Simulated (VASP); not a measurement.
# CoSi2 (Fm-3m) in VASP: a series of runs

The runs below take CoSi2 through single point, with PBE.

Everything below comes from runs of VASP 6.6.1. Logs are shortened: lines on timing, memory, paths and dates and some standing lists are left out, and cuts for length are marked.

## (1) The cell of the first run

Symmetry: Fm-3m, No. 225, cubic system. The conventional cell has a = 5.137 Å, b = 5.137 Å, c = 5.137 Å, α = 90.00°, β = 90.00°, γ = 90.00°. Co (site symmetry m-3m) has 8 Si at 2.22 Å within 2.9 Å. Within 2.9 Å of Si (site symmetry -43m) lie 4 Co at 2.22 Å and 6 Si at 2.57 Å.

## (2) Single point, PBE, collinear spin, ferromagnetic start (11.30 Å³/atom)

File INCAR:

```
SYSTEM = CoSi2
ALGO     = Normal         ! electronic algorithm
EDIFF    = 1E-6           ! SCF threshold, eV
ENCUT    = 520            ! plane-wave cutoff, eV
GGA      = PE             ! functional
ISIF     = 2              ! what is computed and relaxed
ISMEAR   = 0              ! smearing method
ISPIN    = 2              ! spin polarisation
LASPH    = .True.         ! aspherical terms in the spheres
LCHARG   = .False.        ! write CHGCAR
LMAXMIX  = 4              ! l up to which the mixer works
LORBIT   = 11             ! projections on sites
LREAL    = .False.        ! projectors in reciprocal space
LWAVE    = .False.        ! write WAVECAR
MAGMOM   = 0.825 0 0      ! initial moments
NBANDS   = 20             ! bands
NELM     = 150            ! most SCF steps
NUPDOWN  = 0.825          ! fixed moment
PREC     = Accurate       ! precision mode
SIGMA    = 0.15           ! smearing width, eV
```

File KPOINTS:

```
k-points
0
Gamma
  14 14 14
  0 0 0
```

File POSCAR:

```
CoSi2
1.0
    0.0000000000      2.5683793221      2.5683793221
    2.5683793221      0.0000000000      2.5683793221
    2.5683793221      2.5683793221      0.0000000000
Co Si
1 2
Direct
    0.0000000000      0.0000000000      0.0000000000
    0.2500000000      0.2500000000      0.2500000000
    0.7500000000      0.7500000000      0.7500000000
```

Potentials or basis: VASP PAW PBE potentials, release 64 (Co, Si).

On the command line:

```sh
$ cat potpaw_PBE.64/Co/POTCAR potpaw_PBE.64/Si/POTCAR > POTCAR
$ mpirun -np 1 vasp_std > vasp.out
```

OUTCAR:

```text
SYSTEM = CoSi2
   EDIFF = 1E-6
   ENCUT = 520
   GGA = PE
   ISIF = 2
   ISMEAR = 0
   ISPIN = 2
   LASPH = .True.
   LORBIT = 11
   LREAL = .False.
   NELM = 150
   NUPDOWN = 0.825
   PREC = Accurate

 ion  position               nearest neighbor table
   1  0.000  0.000  0.000-   3 2.22   3 2.22   3 2.22   2 2.22   3 2.22   2 2.22   2 2.22   2 2.22

   2  0.250  0.250  0.250-   1 2.22   1 2.22   1 2.22   1 2.22   3 2.57   3 2.57   3 2.57   3 2.57
                             3 2.57   3 2.57
   3  0.750  0.750  0.750-   1 2.22   1 2.22   1 2.22   1 2.22   2 2.57   2 2.57   2 2.57   2 2.57
                             2 2.57   2 2.57

  LATTYP: Found a face centered cubic cell.
 ALAT       =     5.1367586442

  Lattice vectors:

 A1 = (   0.0000000000,   2.5683793221,   2.5683793221)
 A2 = (   2.5683793221,   0.0000000000,   2.5683793221)
 A3 = (   2.5683793221,   2.5683793221,   0.0000000000)

Analysis of symmetry for initial positions (statically):
=====================================================================
 Subroutine PRICEL returns:
 Original cell was already a primitive cell.

 Routine SETGRP: Setting up the symmetry group for a
 face centered cubic supercell.

 Subroutine GETGRP returns: Found 48 space group operations
 (whereof 48 operations were pure point group operations)
 out of a pool of 48 trial point group operations.

The static configuration has the point symmetry O_h .

Analysis of symmetry for dynamics (positions and initial velocities):
=====================================================================
 Subroutine PRICEL returns:
 Original cell was already a primitive cell.

 Routine SETGRP: Setting up the symmetry group for a
 face centered cubic supercell.

 Subroutine GETGRP returns: Found 48 space group operations
 (whereof 48 operations were pure point group operations)
 out of a pool of 48 trial point group operations.

The dynamic configuration has the point symmetry O_h .

Analysis of structural, dynamic, and magnetic symmetry:
=====================================================================
 Subroutine PRICEL returns:
 Original cell was already a primitive cell.

 Routine SETGRP: Setting up the symmetry group for a
 face centered cubic supercell.

 Subroutine GETGRP returns: Found 48 space group operations
 (whereof 48 operations were pure point group operations)
 out of a pool of 48 trial point group operations.

The overall configuration has the point symmetry O_h .

 Subroutine INISYM returns: Found 48 space group operations
 (whereof 48 operations are pure point group operations),
 and found     1 'primitive' translations

----------------------------------------------------------------------------------------

                                     Primitive cell

  volume of cell :      33.8850

  direct lattice vectors                    reciprocal lattice vectors
     0.000000000  2.568379322  2.568379322    -0.194675294  0.194675294  0.194675294
     2.568379322  0.000000000  2.568379322     0.194675294 -0.194675294  0.194675294
     2.568379322  2.568379322  0.000000000     0.194675294  0.194675294 -0.194675294

  length of vectors
     3.632236871  3.632236871  3.632236871     0.337187500  0.337187500  0.337187500

  position of ions in fractional coordinates (direct lattice)
     0.000000000  0.000000000  0.000000000
     0.250000000  0.250000000  0.250000000
     0.750000000  0.750000000  0.750000000

  ion indices of the primitive-cell ions
   primitive index   ion index
                 1           1
                 2           2
                 3           3

----------------------------------------------------------------------------------------

 KPOINTS: k-points

Automatic generation of k-mesh.
 Grid dimensions read from file:
 generate k-points for:   14   14   14

 Generating k-lattice:

  Cartesian coordinates                     Fractional coordinates (reciprocal lattice)
    -0.013905378  0.013905378  0.013905378     0.071428571  0.000000000  0.000000000
     0.013905378 -0.013905378  0.013905378     0.000000000  0.071428571  0.000000000
     0.013905378  0.013905378 -0.013905378     0.000000000  0.000000000  0.071428571

  Length of vectors
     0.024084821  0.024084821  0.024084821

  Shift w.r.t. Gamma in fractional coordinates (k-lattice)
     0.000000000  0.000000000  0.000000000

 Subroutine IBZKPT returns following result:
 ===========================================

 Found    104 irreducible k-points:

 Following reciprocal coordinates:
            Coordinates               Weight
  0.000000  0.000000  0.000000      1.000000
  0.071429  0.000000  0.000000      8.000000
  0.142857  0.000000  0.000000      8.000000
  0.214286  0.000000  0.000000      8.000000
  0.285714  0.000000  0.000000      8.000000
  0.357143  0.000000  0.000000      8.000000
[... 16 lines left out ...]
  0.214286  0.142857  0.000000     24.000000
  0.285714  0.142857  0.000000     24.000000
 [... further k-points ...]
   k-points           NKPTS =    104   k-points in BZ     NKDIM =    104   number of bands    NBANDS=     20
   number of dos      NEDOS =    301   number of ions     NIONS =      3
   total plane-waves  NPLWV =  21952
   dimension x,y,z NGX =    28 NGY =   28 NGZ =   28
   dimension x,y,z NGXF=    56 NGYF=   56 NGZF=   56
   ions per type =               1   2
   NGX,Y,Z   is equivalent  to a cutoff of  12.82, 12.82, 12.82 a.u.
   NGXF,Y,Z  is equivalent  to a cutoff of  25.63, 25.63, 25.63 a.u.
 SYSTEM =  CoSi2
   PREC   = accura    normal or accurate (medium, high low for compatibility)
   ISTART =      0    job   : 0-new  1-cont  2-samecut
   ICHARG =      2    charge: 1-file 2-atom 10-const
   ISPIN  =      2    spin polarized calculation?
   LNONCOLLINEAR =      F non collinear calculations
   LSORBIT =      F    spin-orbit coupling
   LASPH  =      T    aspherical Exc in radial PAW
   ENCUT  =  520.0 eV  38.22 Ry    6.18 a.u.   6.75  6.75  6.75*2*pi/ulx,y,z
   NELM   =    150;   NELMIN=  2; NELMDL= -5     # of ELM steps
   EDIFF  = 0.1E-05   stopping-criterion for ELM
   LREAL  =      F    real-space projection
   EDIFFG = 0.1E-04   stopping-criterion for IOM
   NSW    =      0    number of steps for IOM
   IBRION =     -1    ionic relax: 0-MD 1-quasi-New 2-CG
   NFREE  =      0    steps in history (QN), initial steepest desc. (CG)
   ISIF   =      2    stress and relaxation
   ISYM   =      2    0-nonsym 1-usesym 2-fastsym
   POTIM  = 0.5000    time-step for ionic-motion
   TEBEG  =    0.0;   TEEND  =   0.0 temperature during run
   PSTRESS=    0.0 pullay stress
   NELECT =      17.0000    total number of electrons
   NUPDOWN=       0.8250    fix difference up-down
   EMIN   =  10.00;   EMAX   =-10.00  energy-range for DOS
   EFERMI =   0.00;   METHOD = LEGACY
   ISMEAR =     0;   SIGMA  =   0.15  broadening in eV -4-tet -1-fermi 0-gaus
   EFERMI_NEDOS =   21; number of points for ismear=-14 and -15
   IALGO  =     38    algorithm
   IMIX   =      4    mixing-type and parameters
     AMIX     =   0.40;   BMIX     =  1.00
     AMIX_MAG =   1.60;   BMIX_MAG =  1.00
  volume/ion in A,a.u.               =      11.30        76.22
  Fermi-wavevector in a.u.,A,eV,Ry     =   1.300834  2.458220 23.023368  1.692170
  Thomas-Fermi vector in A             =   2.432007
   LORBIT       =     11    0 simple, 1 ext, 2 COOP (PROOUT), +10 PAW based schemes
   GGA     = PE    functional components
   LHFCALC =     F    Hartree Fock is set to
   AEXX    =    0.0000 exact exchange contribution
   IVDW    =     0    specifies the selected vdW correction
   LEPSILON=     F    determine dielectric tensor
   LRPA    =     F    only Hartree local field effects (RPA)
 spin polarized calculation
 Gauss-broadening in eV      SIGMA  =   0.15
  energy-cutoff  :      520.00
  volume of cell :       33.89
 maximum number of plane-waves:       941
   NGX = 13   NGY = 13   NGZ = 13

 number of electron      16.9999994 magnetization       0.8250000

 Free energy of the ion-electron system (eV)
  ---------------------------------------------------
  ext. energy  EPLUGINS =         0.00000000
  ---------------------------------------------------
  free energy    TOTEN  =       -18.55284884 eV

  energy without entropy =      -18.53946281  energy(sigma->0) =      -18.54615583

 E-fermi :  11.3803     XC(G=0): -12.3342

 val. band max:       13.4868061550   @ k =   0.2857   0.1429   0.0714
 cond. band min:      11.3915279258   @ k =   0.5000   0.0714   0.0000
 fundamental gap:     -2.0952782292
 Fermi energy:        13.4871959518

 spin component 1

 k-point     1 :       0.0000    0.0000    0.0000
  band No.  band energies     occupation
      1      -2.3622      1.00000
      2       7.0269      1.00000
      3       7.0269      1.00000
      4       7.0269      1.00000
      5       9.2657      1.00000
      6       9.2657      1.00000
[... 12 lines left out ...]
     19      22.9026      0.00000
     20      29.3835      0.00000
[... 507 lines left out ...]
 k-point    24 :       0.2857    0.1429    0.0000
  band No.  band energies     occupation
      1      -1.1296      1.00000
      2       5.4381      1.00000
      3       7.2134      1.00000
      4       7.2711      1.00000
      5       8.4277      1.00000
      6       9.4882      1.00000
[... 12 lines left out ...]
     19      27.5089      0.00000
     20      29.7008      0.00000

 [... further k-points ...]

 spin component 2

 k-point     1 :       0.0000    0.0000    0.0000
  band No.  band energies     occupation
      1      -2.1423      1.00000
      2       7.3250      1.00000
      3       7.3250      1.00000
      4       7.3250      1.00000
      5       9.6610      1.00000
      6       9.6610      1.00000
[... 12 lines left out ...]
     19      22.9972      0.00000
     20      29.5893      0.00000
[... 507 lines left out ...]
 k-point    24 :       0.2857    0.1429    0.0000
  band No.  band energies     occupation
      1      -0.9092      1.00000
      2       5.6936      1.00000
      3       7.5007      1.00000
      4       7.5642      1.00000
      5       8.7596      1.00000
      6       9.8863      1.00000
[... 12 lines left out ...]
     19      27.6509      0.00000
     20      29.9388      0.00000

 [... further k-points ...]
[... 5 lines left out ...]
  --------------------------------------------------------------------------------------
  -------------------------------------------------------------------------------------
  Total        6.8435123      6.8435123      6.8435123     -0.0000000      0.0000000     -0.0000000
  in kB      323.5803536    323.5803536    323.5803536     -0.0000000      0.0000000     -0.0000000
  external PRESSURE =     323.5803536 kB  Pullay stress =       0.0000000 kB

 VOLUME and BASIS-vectors are now :
 -----------------------------------------------------------------------------
  energy-cutoff  :      520.00
  volume of cell :       33.89
      direct lattice vectors                 reciprocal lattice vectors
     0.000000000  2.568379322  2.568379322    -0.194675294  0.194675294  0.194675294
     2.568379322  0.000000000  2.568379322     0.194675294 -0.194675294  0.194675294
     2.568379322  2.568379322  0.000000000     0.194675294  0.194675294 -0.194675294

 POSITION                                       TOTAL-FORCE (eV/Angst)
 -----------------------------------------------------------------------------------
      0.00000      0.00000      0.00000        -0.000000     -0.000000     -0.000000
      1.28419      1.28419      1.28419         0.000000      0.000000     -0.000000
      3.85257      3.85257      3.85257        -0.000000     -0.000000      0.000000
 -----------------------------------------------------------------------------------
    total drift:                               -0.000000     -0.000000      0.000000

  FREE ENERGIE OF THE ION-ELECTRON SYSTEM (eV)
  ---------------------------------------------------
  free  energy   TOTEN  =       -18.5528488370 eV

  energy  without entropy=      -18.5394628144  energy(sigma->0) =      -18.54615583

 total charge

# of ion       s       p       d       tot
------------------------------------------
    1        0.613   0.897   7.717   9.227
    2        0.720   0.962   0.000   1.682
    3        0.720   0.962   0.000   1.682
--------------------------------------------------
tot          2.053   2.821   7.717  12.591

 magnetization (x)

# of ion       s       p       d       tot
------------------------------------------
    1        0.012   0.137   0.339   0.488
    2        0.005   0.063   0.000   0.068
    3        0.005   0.063   0.000   0.068
--------------------------------------------------
tot          0.022   0.263   0.339   0.625
```

It took 54 s on 1 thread of Intel Xeon 6975P-C (Granite Rapids), shared host; peak memory 0.24 GiB.

Results:

```
Free energy                                           : -18.5528 eV
Pressure                                              : 32.4 GPa
Net moment                                            : 0.82 μB per cell
Site moments                                          : Co +0.49; Si +0.07 μB
Valence electrons inside the program's atomic spheres : Co 9.23; Si 1.68
```

Caveat: the cell stands under pressure; the total moment is fixed, so each spin has its own Fermi level.

## (3) Single point, PBE, collinear spin, ferromagnetic start (11.81 Å³/atom)

This run uses another cell than the first one, of 11.81 Å³/atom.

File INCAR:

```
SYSTEM = CoSi2
PREC = Accurate
ENCUT = 520
EDIFF = 1E-7
ISMEAR = 0
SIGMA = 0.15
LREAL = .False.
LASPH = .True.
NELM = 150
ALGO = Normal
ISIF = 2
LWAVE = .False.
LCHARG = .False.
ISPIN = 2
MAGMOM = 1.65 0 0
LORBIT = 11
NUPDOWN = 1.65
LMAXMIX = 4
GGA = PE
NBANDS = 20
```

File KPOINTS:

```
regular mesh
0
Gamma
  14 14 14
  0 0 0
```

File POSCAR:

```
CoSi2
1.0
    0.0000000000      2.6066888915      2.6066888915
    2.6066888915      0.0000000000      2.6066888915
    2.6066888915      2.6066888915      0.0000000000
Co Si
1 2
Direct
    0.0000000000      0.0000000000      0.0000000000
    0.2500000000      0.2500000000      0.2500000000
    0.7500000000      0.7500000000      0.7500000000
```

Potentials or basis: VASP PAW PBE potentials, release 64 (Co, Si).

On the command line:

```sh
$ cat potpaw_PBE.64/Co/POTCAR potpaw_PBE.64/Si/POTCAR > POTCAR
$ mpirun -np 1 vasp_std > vasp.out
```

OUTCAR:

```text
SYSTEM = CoSi2
   PREC = Accurate
   ENCUT = 520
   EDIFF = 1E-7
   ISMEAR = 0
   LREAL = .False.
   LASPH = .True.
   NELM = 150
   ISIF = 2
   ISPIN = 2
   LORBIT = 11
   NUPDOWN = 1.65
   GGA = PE

 ion  position               nearest neighbor table
   1  0.000  0.000  0.000-   3 2.26   3 2.26   3 2.26   2 2.26   3 2.26   2 2.26   2 2.26   2 2.26

   2  0.250  0.250  0.250-   1 2.26   1 2.26   1 2.26   1 2.26   3 2.61   3 2.61   3 2.61   3 2.61
                             3 2.61   3 2.61
[... 1333 lines left out ...]
  energy-cutoff  :      520.00
  volume of cell :       35.42
      direct lattice vectors                 reciprocal lattice vectors
     0.000000000  2.606688892  2.606688892    -0.191814221  0.191814221  0.191814221
     2.606688892  0.000000000  2.606688892     0.191814221 -0.191814221  0.191814221
     2.606688892  2.606688892  0.000000000     0.191814221  0.191814221 -0.191814221

 POSITION                                       TOTAL-FORCE (eV/Angst)
 -----------------------------------------------------------------------------------
      0.00000      0.00000      0.00000         0.000000     -0.000000      0.000000
      1.30334      1.30334      1.30334         0.000000      0.000000      0.000000
      3.91003      3.91003      3.91003        -0.000000     -0.000000     -0.000000
 -----------------------------------------------------------------------------------
    total drift:                               -0.000000     -0.000000      0.000000

  FREE ENERGIE OF THE ION-ELECTRON SYSTEM (eV)
  ---------------------------------------------------
  free  energy   TOTEN  =       -17.7794042545 eV

  energy  without entropy=      -17.7563704097  energy(sigma->0) =      -17.76788733

 total charge

# of ion       s       p       d       tot
------------------------------------------
    1        0.589   0.812   7.646   9.046
    2        0.754   0.915   0.000   1.669
    3        0.754   0.915   0.000   1.669
--------------------------------------------------
tot          2.096   2.643   7.646  12.385

 magnetization (x)

# of ion       s       p       d       tot
------------------------------------------
    1        0.016   0.177   0.834   1.028
    2        0.046   0.090   0.000   0.136
    3        0.046   0.090   0.000   0.136
--------------------------------------------------
tot          0.107   0.358   0.834   1.300
```

OSZICAR:

```text
N       E                     dE             d eps       ncg     rms          rms(c)
DAV:   1     0.706081212350E+02    0.70608E+02   -0.66522E+03  8392   0.827E+02
DAV:   2    -0.146452202319E+02   -0.85253E+02   -0.75751E+02  8816   0.190E+02
DAV:   3    -0.192975125025E+02   -0.46523E+01   -0.44863E+01  9964   0.464E+01
DAV:   4    -0.193738765977E+02   -0.76364E-01   -0.76177E-01  9828   0.541E+00
DAV:   5    -0.193759743612E+02   -0.20978E-02   -0.20974E-02 10328   0.944E-01    0.171E+01
DAV:   6    -0.235004385269E+02   -0.41245E+01   -0.21715E+01  9400   0.910E+01    0.217E+01
DAV:   7    -0.178156136005E+02    0.56848E+01   -0.11257E+01 10144   0.691E+01    0.431E+00
DAV:   8    -0.178218051628E+02   -0.61916E-02   -0.58134E-01 10728   0.592E+00    0.287E+00
DAV:   9    -0.177804630434E+02    0.41342E-01   -0.61132E-02 10236   0.402E+00    0.845E-01
DAV:  10    -0.177792507761E+02    0.12123E-02   -0.47714E-03 12692   0.811E-01    0.270E-01
DAV:  11    -0.177794230740E+02   -0.17230E-03   -0.79530E-04 10272   0.343E-01    0.842E-02
DAV:  12    -0.177794040527E+02    0.19021E-04   -0.11557E-04 10248   0.184E-01    0.218E-02
DAV:  13    -0.177794041096E+02   -0.56858E-07   -0.84315E-06 10648   0.200E-02    0.123E-02
DAV:  14    -0.177794042457E+02   -0.13615E-06   -0.38923E-06  9384   0.125E-02    0.399E-03
DAV:  15    -0.177794042545E+02   -0.87859E-08   -0.33282E-07  9676   0.505E-03
   1 F= -.17779404E+02 E0= -.17767887E+02  d E =-.230338E-01  mag=     1.6500
```

stdout:

```text
POSCAR found type information on POSCAR CoSi
 POSCAR found :  2 types and       3 ions
 scaLAPACK will be used
 LDA part: xc-table for (Slater+PW92), standard interpolation
 POSCAR, INCAR and KPOINTS ok, starting setup
 FFT: planning ... GRIDC
 FFT: planning ... GRID_SOFT
 FFT: planning ... GRID
 WAVECAR not read
 entering main loop
```

Wall time 60 s (1 thread of Intel Xeon 6975P-C (Granite Rapids), shared host); peak memory 0.25 GiB.

Results:

| Item | Value |
| --- | --- |
| Free energy | -17.7794 eV |
| Pressure | 29.6 GPa |
| Net moment | 1.65 μB per cell |
| Site moments | Co +1.03; Si +0.14 μB |
| Valence electrons inside the program's atomic spheres | Co 9.05; Si 1.67 |

Caveat: the cell stands under pressure; the total moment is fixed, so each spin has its own Fermi level.

(Part 1 of 2 ends here.)
